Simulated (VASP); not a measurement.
## Ca2Ge2N: single point with PBE

The system is Ca2Ge2N.

```
Ca Ge N
1.0
     4.45405    0.00000    0.00000
    -2.22703    3.85732    0.00000
     0.00000    0.00000    8.28914
Ca Ge N
2 2 1
Direct
  0.00000 0.00000 0.23950
  0.00000 0.00000 0.76050
  0.33333 0.66667 0.50000
  0.66667 0.33333 0.50000
  0.00000 0.00000 0.50000
```

The cell was built from a structure type or drawn by symmetry, and may not be a known phase.

```yaml
Program: VASP 6.6.1
Task: single point
Functional: PBE
Potentials_or_basis: VASP PAW PBE potentials, release 64 (Ca_sv, Ge_d, N)
Cutoff: 520 eV
k_mesh: 12 × 12 × 6
Occupations: gaussian, width 0.1 eV
Spin: no spin polarisation
Dipole_correction: no
Further_INCAR_settings: ALGO = Normal; EDIFF = 1e-06; NBANDS = 34
```

The pressure is 0.1 GPa. The largest force is 0.068 eV/Å and the band gap on the k mesh is zero (an odd number of electrons rules out a gap without spin polarisation).

Forces in eV/Å, atoms in the order of the input:
```
Ca   0.000  0.000 -0.068
Ca   0.000  0.000  0.068
Ge   0.000  0.000  0.000
Ge   0.000  0.000  0.000
N    0.000  0.000  0.000
```

Stress tensor (GPa, compression positive):
```
0.05 0.00 0.00
0.00 0.05 0.00
0.00 0.00 0.31
```

Levels at points of the mesh, in eV from the Fermi level:
```
           k point  band 22  band 23  band 24  band 25  band 26  band 27  band 28  band 29  band 30  band 31
(0.00, 0.00, 0.00)    -3.40    -3.40    -3.07    -1.93    -1.93    -1.79    -1.21     2.22     2.85     2.85
(0.50, 0.00, 0.00)    -5.03    -2.41    -1.83    -0.38    -0.38     0.51     0.83     1.77     1.90     2.65
(0.00, 0.00, 0.50)    -3.39    -3.39    -3.07    -1.93    -1.93    -1.37    -0.61     0.26     2.69     2.69
(0.50, 0.00, 0.50)    -5.03    -2.57    -1.88    -0.51    -0.18     0.71     1.45     1.80     1.88     2.18
```

It took 2.3 min on 1 thread of Intel(R) Xeon(R) 6975P-C (Granite Rapids), with other jobs on the host, peak memory 0.5 GiB.
